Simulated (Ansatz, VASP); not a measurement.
**Two plane-wave programs on LiF**

```xyz
2
Lattice="0.0000 2.0140 2.0140 2.0140 0.0000 2.0140 2.0140 2.0140 0.0000" Properties=species:S:1:pos:R:3 pbc="T T T"
Li    0.0000    0.0000    0.0000
F     2.0140    2.0140    2.0140
```

Alike in both runs: task single point; functional PBE-based global hybrid; k mesh 6 × 6 × 6; occupations gaussian, width 0.05 eV; no spin polarisation.

|  | VASP | Ansatz |
| --- | --- | --- |
| version | VASP 6.6.1 | Ansatz 0.2.0 |
| potentials or method | VASP PAW PBE potentials, release 64 (Li_sv, F), cutoff 520 eV | scalar-relativistic, plane waves, PAW |
| valence electrons in the cell | 10 | 10 |

|  | VASP | Ansatz | Ansatz less VASP |
| --- | --- | --- | --- |
| gap on the k mesh at the Fermi level (eV) | 10.92 | 10.92 | +0.001 |
| least direct gap on the mesh (eV) | 10.92 | 10.92 | +0.001 |

VASP's potentials were made for PBE, not for PBE-based global hybrid. Ansatz's warnings: stress exchange threshold loose, stress scf threshold loose.

The k mesh is coarse, so the values compare programs but aren't converged. Noted on VASP's run: the cutoff is short for stress, so the pressure is rough.
